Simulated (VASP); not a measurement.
# CsPbAu3 (Pm-3m) in VASP: single point with PBE

Aim: the single point of CsPbAu3 with PBE.

Everything below comes from runs of VASP 6.6.1. Logs are shortened: lines on timing, memory, paths and dates and some standing lists are left out, and cuts for length are marked.

**1. The cell of the first run**

The structure is cubic, space group Pm-3m (No. 221). Conventional cell: a = 5.405 Å, b = 5.405 Å, c = 5.405 Å, α = 90.00°, β = 90.00°, γ = 90.00°. Within 3.6 Å of Au (site symmetry 4/mmm) lie 2 Pb at 2.70 Å. Pb (site symmetry m-3m) has 6 Au at 2.70 Å within 3.6 Å. Cs (site symmetry m-3m) has 12 Au at 3.82 Å and 8 Pb at 4.68 Å within 5.0 Å.

**2. Single point, PBE**

File INCAR:

```
SYSTEM = CsPbAu3
PREC = Accurate
ENCUT = 500
EDIFF = 1E-6
ISMEAR = -1
SIGMA = 0.1097
LREAL = .FALSE.
LASPH = .TRUE.
NELM = 120
ALGO = Normal
ISIF = 2
LWAVE = .FALSE.
LCHARG = .FALSE.
GGA = PE
NBANDS = 36
GGA_COMPAT = .FALSE.
```

File KPOINTS:

```
Automatic mesh
0
G
  6 6 6
  0 0 0
```

File POSCAR:

```
CsPbAu3
1.0
    5.4050360000      0.0000000000      0.0000000000
    0.0000000000      5.4050360000      0.0000000000
    0.0000000000      0.0000000000      5.4050360000
Au Pb Cs
3 1 1
Direct
    0.0000000000      0.5000000000      0.5000000000
    0.5000000000      0.0000000000      0.5000000000
    0.5000000000      0.5000000000      0.0000000000
    0.5000000000      0.5000000000      0.5000000000
    0.0000000000      0.0000000000      0.0000000000
```

Potentials or basis: VASP PAW PBE potentials, release 64 (Au, Pb_d, Cs_sv).

Run with:

```
cat potpaw_PBE.64/Au/POTCAR potpaw_PBE.64/Pb_d/POTCAR potpaw_PBE.64/Cs_sv/POTCAR > POTCAR
mpirun -np 1 vasp_std > vasp.out
```

OUTCAR:

```text
SYSTEM = CsPbAu3
   PREC = Accurate
   ENCUT = 500
   EDIFF = 1E-6
   ISMEAR = -1
   LREAL = .FALSE.
   LASPH = .TRUE.
   NELM = 120
   ISIF = 2
   GGA = PE

 ion  position               nearest neighbor table
   1  0.000  0.500  0.500-   4 2.70   4 2.70
   2  0.500  0.000  0.500-   4 2.70   4 2.70
   3  0.500  0.500  0.000-   4 2.70   4 2.70
   4  0.500  0.500  0.500-   1 2.70   2 2.70   3 2.70   3 2.70   2 2.70   1 2.70
   5  0.000  0.000  0.000-

  LATTYP: Found a simple cubic cell.
 ALAT       =     5.4050360000

  Lattice vectors:

 A1 = (   5.4050360000,   0.0000000000,   0.0000000000)
 A2 = (   0.0000000000,   5.4050360000,   0.0000000000)
 A3 = (   0.0000000000,   0.0000000000,   5.4050360000)

Analysis of symmetry for initial positions (statically):
=====================================================================
 Subroutine PRICEL returns:
 Original cell was already a primitive cell.

 Routine SETGRP: Setting up the symmetry group for a
 simple cubic supercell.

 Subroutine GETGRP returns: Found 48 space group operations
 (whereof 48 operations were pure point group operations)
 out of a pool of 48 trial point group operations.

The static configuration has the point symmetry O_h .

Analysis of symmetry for dynamics (positions and initial velocities):
=====================================================================
 Subroutine PRICEL returns:
 Original cell was already a primitive cell.

 Routine SETGRP: Setting up the symmetry group for a
 simple cubic supercell.

 Subroutine GETGRP returns: Found 48 space group operations
 (whereof 48 operations were pure point group operations)
 out of a pool of 48 trial point group operations.

The dynamic configuration has the point symmetry O_h .

 Subroutine INISYM returns: Found 48 space group operations
 (whereof 48 operations are pure point group operations),
 and found     1 'primitive' translations

----------------------------------------------------------------------------------------

                                     Primitive cell

  volume of cell :     157.9050

  direct lattice vectors                    reciprocal lattice vectors
     5.405036000  0.000000000  0.000000000     0.185012644  0.000000000  0.000000000
     0.000000000  5.405036000  0.000000000     0.000000000  0.185012644  0.000000000
     0.000000000  0.000000000  5.405036000     0.000000000  0.000000000  0.185012644

  length of vectors
     5.405036000  5.405036000  5.405036000     0.185012644  0.185012644  0.185012644

  position of ions in fractional coordinates (direct lattice)
     0.000000000  0.500000000  0.500000000
     0.500000000  0.000000000  0.500000000
     0.500000000  0.500000000  0.000000000
     0.500000000  0.500000000  0.500000000
     0.000000000  0.000000000  0.000000000

  ion indices of the primitive-cell ions
   primitive index   ion index
                 1           1
                 2           2
                 3           3
                 4           4
                 5           5

----------------------------------------------------------------------------------------

 KPOINTS: Automatic mesh

Automatic generation of k-mesh.
 Grid dimensions read from file:
 generate k-points for:    6    6    6

 Generating k-lattice:

  Cartesian coordinates                     Fractional coordinates (reciprocal lattice)
     0.030835441  0.000000000  0.000000000     0.166666667  0.000000000  0.000000000
     0.000000000  0.030835441  0.000000000     0.000000000  0.166666667  0.000000000
     0.000000000  0.000000000  0.030835441     0.000000000  0.000000000  0.166666667

  Length of vectors
     0.030835441  0.030835441  0.030835441

  Shift w.r.t. Gamma in fractional coordinates (k-lattice)
     0.000000000  0.000000000  0.000000000

 Subroutine IBZKPT returns following result:
 ===========================================

 Found     20 irreducible k-points:

 Following reciprocal coordinates:
            Coordinates               Weight
  0.000000  0.000000  0.000000      1.000000
  0.166667  0.000000  0.000000      6.000000
  0.333333  0.000000  0.000000      6.000000
  0.500000  0.000000  0.000000      3.000000
  0.166667  0.166667  0.000000     12.000000
  0.333333  0.166667  0.000000     24.000000
[... 12 lines left out ...]
  0.500000  0.500000  0.333333      6.000000
  0.500000  0.500000  0.500000      1.000000
   k-points           NKPTS =     20   k-points in BZ     NKDIM =     20   number of bands    NBANDS=     36
   number of dos      NEDOS =    301   number of ions     NIONS =      5
   total plane-waves  NPLWV =  64000
   dimension x,y,z NGX =    40 NGY =   40 NGZ =   40
   dimension x,y,z NGXF=    80 NGYF=   80 NGZF=   80
   ions per type =               3   1   1
   NGX,Y,Z   is equivalent  to a cutoff of  12.30, 12.30, 12.30 a.u.
   NGXF,Y,Z  is equivalent  to a cutoff of  24.61, 24.61, 24.61 a.u.
 SYSTEM =  CsPbAu3
   PREC   = accura    normal or accurate (medium, high low for compatibility)
   ISTART =      0    job   : 0-new  1-cont  2-samecut
   ICHARG =      2    charge: 1-file 2-atom 10-const
   ISPIN  =      1    spin polarized calculation?
   LNONCOLLINEAR =      F non collinear calculations
   LSORBIT =      F    spin-orbit coupling
   LASPH  =      T    aspherical Exc in radial PAW
   ENCUT  =  500.0 eV  36.75 Ry    6.06 a.u.   9.85  9.85  9.85*2*pi/ulx,y,z
   NELM   =    120;   NELMIN=  2; NELMDL= -5     # of ELM steps
   EDIFF  = 0.1E-05   stopping-criterion for ELM
   LREAL  =      F    real-space projection
   EDIFFG = 0.1E-04   stopping-criterion for IOM
   NSW    =      0    number of steps for IOM
   IBRION =     -1    ionic relax: 0-MD 1-quasi-New 2-CG
   NFREE  =      0    steps in history (QN), initial steepest desc. (CG)
   ISIF   =      2    stress and relaxation
   ISYM   =      2    0-nonsym 1-usesym 2-fastsym
   POTIM  = 0.5000    time-step for ionic-motion
   TEBEG  =    0.0;   TEEND  =   0.0 temperature during run
   PSTRESS=    0.0 pullay stress
   NELECT =      56.0000    total number of electrons
   NUPDOWN=      -1.0000    fix difference up-down
   EMIN   =  10.00;   EMAX   =-10.00  energy-range for DOS
   EFERMI =   0.00;   METHOD = LEGACY
   ISMEAR =    -1;   SIGMA  =   0.11  broadening in eV -4-tet -1-fermi 0-gaus
   EFERMI_NEDOS =   21; number of points for ismear=-14 and -15
   IALGO  =     38    algorithm
   IMIX   =      4    mixing-type and parameters
     AMIX     =   0.40;   BMIX     =  1.00
     AMIX_MAG =   1.60;   BMIX_MAG =  1.00
  volume/ion in A,a.u.               =      31.58       213.12
  Fermi-wavevector in a.u.,A,eV,Ry     =   1.158792  2.189800 18.269896  1.342799
  Thomas-Fermi vector in A             =   2.295391
   LORBIT       =      0    0 simple, 1 ext, 2 COOP (PROOUT), +10 PAW based schemes
   GGA     = PE    functional components
   LHFCALC =     F    Hartree Fock is set to
   AEXX    =    0.0000 exact exchange contribution
   IVDW    =     0    specifies the selected vdW correction
   LEPSILON=     F    determine dielectric tensor
   LRPA    =     F    only Hartree local field effects (RPA)
 non-spin polarized calculation
  energy-cutoff  :      500.00
  volume of cell :      157.90
 maximum number of plane-waves:      4032
 NGX is ok and might be reduce to    40
   NGX = 19   NGY = 19   NGZ = 19

 number of electron      56.0000009 magnetization

 Free energy of the ion-electron system (eV)
  ---------------------------------------------------
  ext. energy  EPLUGINS =         0.00000000
  ---------------------------------------------------
  free energy    TOTEN  =       -14.00157888 eV

  energy without entropy =      -13.92697080  energy(sigma->0) =      -13.96427484

 E-fermi :   3.9551     XC(G=0):  -9.3122

 val. band max:        3.8611568725   @ k =   0.5000   0.5000   0.0000
 cond. band min:       3.9617153506   @ k =   0.5000   0.3333   0.0000
 fundamental gap:      0.1005584781
 Fermi energy:         3.9551307178

 k-point     1 :       0.0000    0.0000    0.0000
  band No.  band energies     occupation
      1     -17.5891      2.00000
      2     -12.9547      2.00000
      3     -12.9547      2.00000
      4     -12.7254      2.00000
      5     -12.7254      2.00000
      6     -12.7254      2.00000
[... 28 lines left out ...]
     35       9.8730      0.00000
     36       9.8731      0.00000

 k-point     2 :       0.1667    0.0000    0.0000
  band No.  band energies     occupation
      1     -17.5882      2.00000
      2     -12.9546      2.00000
      3     -12.9344      2.00000
      4     -12.7253      2.00000
      5     -12.7232      2.00000
      6     -12.7232      2.00000
[... 28 lines left out ...]
     35       9.4280      0.00000
     36       9.6825      0.00000

 k-point     3 :       0.3333    0.0000    0.0000
  band No.  band energies     occupation
      1     -17.5862      2.00000
      2     -12.9545      2.00000
      3     -12.8938      2.00000
      4     -12.7252      2.00000
      5     -12.7188      2.00000
      6     -12.7188      2.00000
[... 28 lines left out ...]
     35       8.9101      0.00000
     36       9.0158      0.00000

 k-point     4 :       0.5000    0.0000    0.0000
  band No.  band energies     occupation
      1     -17.5852      2.00000
      2     -12.9544      2.00000
      3     -12.8734      2.00000
      4     -12.7252      2.00000
      5     -12.7165      2.00000
      6     -12.7165      2.00000
[... 28 lines left out ...]
     35       8.5135      0.00000
     36       8.5135      0.00000

 k-point     5 :       0.1667    0.1667    0.0000
  band No.  band energies     occupation
      1     -17.5873      2.00000
      2     -12.9445      2.00000
      3     -12.9241      2.00000
      4     -12.7231      2.00000
      5     -12.7231      2.00000
      6     -12.7210      2.00000
[... 499 lines left out ...]
 k-point    18 :       0.5000    0.3333    0.3333
  band No.  band energies     occupation
      1     -17.5811      2.00000
      2     -12.8612      2.00000
      3     -12.8400      2.00000
      4     -12.7119      2.00000
      5     -12.7097      2.00000
      6     -12.7096      2.00000
[... 28 lines left out ...]
     35      10.0894      0.00000
     36      10.4932      0.00000

 k-point    19 :       0.5000    0.5000    0.3333
  band No.  band energies     occupation
      1     -17.5805      2.00000
      2     -12.8506      2.00000
      3     -12.8291      2.00000
      4     -12.7097      2.00000
      5     -12.7097      2.00000
      6     -12.7074      2.00000
[... 28 lines left out ...]
     35      10.5696      0.00000
     36      10.6173      0.00000

 k-point    20 :       0.5000    0.5000    0.5000
  band No.  band energies     occupation
      1     -17.5799      2.00000
      2     -12.8291      2.00000
      3     -12.8291      2.00000
      4     -12.7075      2.00000
      5     -12.7075      2.00000
      6     -12.7075      2.00000
[... 28 lines left out ...]
     35      10.8485      0.00000
     36      10.8512      0.00000

------------------------ aborting loop because EDIFF is reached ----------------------------------------

  FORCE on cell =-STRESS in cart. coord.  units (eV):
  Direction    XX          YY          ZZ          XY          YZ          ZX
  --------------------------------------------------------------------------------------
  -------------------------------------------------------------------------------------
  Total        3.0569539      3.0569539      3.0569539     -0.0000000     -0.0000000      0.0000000
  in kB       31.0172788     31.0172788     31.0172788     -0.0000000     -0.0000000      0.0000000
  external PRESSURE =      31.0172788 kB  Pullay stress =       0.0000000 kB

 VOLUME and BASIS-vectors are now :
 -----------------------------------------------------------------------------
  energy-cutoff  :      500.00
  volume of cell :      157.90
      direct lattice vectors                 reciprocal lattice vectors
     5.405036000  0.000000000  0.000000000     0.185012644  0.000000000  0.000000000
     0.000000000  5.405036000  0.000000000     0.000000000  0.185012644  0.000000000
     0.000000000  0.000000000  5.405036000     0.000000000  0.000000000  0.185012644

 POSITION                                       TOTAL-FORCE (eV/Angst)
 -----------------------------------------------------------------------------------
      0.00000      2.70252      2.70252         0.000000      0.000000      0.000000
      2.70252      0.00000      2.70252         0.000000      0.000000      0.000000
      2.70252      2.70252      0.00000         0.000000      0.000000      0.000000
      2.70252      2.70252      2.70252         0.000000      0.000000      0.000000
      0.00000      0.00000      0.00000         0.000000      0.000000      0.000000
 -----------------------------------------------------------------------------------
    total drift:                               -0.000000      0.000000     -0.000000

  FREE ENERGIE OF THE ION-ELECTRON SYSTEM (eV)
  ---------------------------------------------------
  free  energy   TOTEN  =       -14.0015788830 eV

  energy  without entropy=      -13.9269707978  energy(sigma->0) =      -13.96427484
```

It took 45 s on 1 thread of Intel Xeon 6975P-C (Granite Rapids), shared host; peak memory 0.29 GiB.

What came out:

```yaml
Free_energy: -14.0016 eV
Pressure: 3.1 GPa
Band_gap_on_the_k_mesh: zero (band 28 reaches 4.02 eV, above the bottom of band 29 at 3.56 eV)
```

Levels at points of the mesh, in eV from the Fermi level:
| k point | band 24 | band 25 | band 26 | band 27 | band 28 | band 29 | band 30 | band 31 | band 32 | band 33 |
| --- | --- | --- | --- | --- | --- | --- | --- | --- | --- | --- |
| (0.00, 0.00, 0.00) | -2.97 | -2.72 | -0.97 | -0.97 | -0.97 | -0.39 | -0.39 | 1.50 | 5.45 | 5.45 |
| (0.50, 0.00, 0.00) | -3.01 | -2.97 | -2.95 | -0.26 | -0.21 | -0.21 | 0.96 | 2.87 | 4.10 | 4.38 |
| (0.50, 0.50, 0.00) | -3.08 | -2.98 | -2.12 | -2.12 | -0.09 | 0.65 | 0.82 | 3.17 | 3.17 | 4.85 |
| (0.50, 0.50, 0.50) | -2.86 | -2.86 | -1.91 | -1.91 | -1.91 | 1.86 | 1.86 | 1.86 | 6.63 | 6.89 |

Caveat: spin-orbit coupling is left out, which moves the levels of the heavy elements.
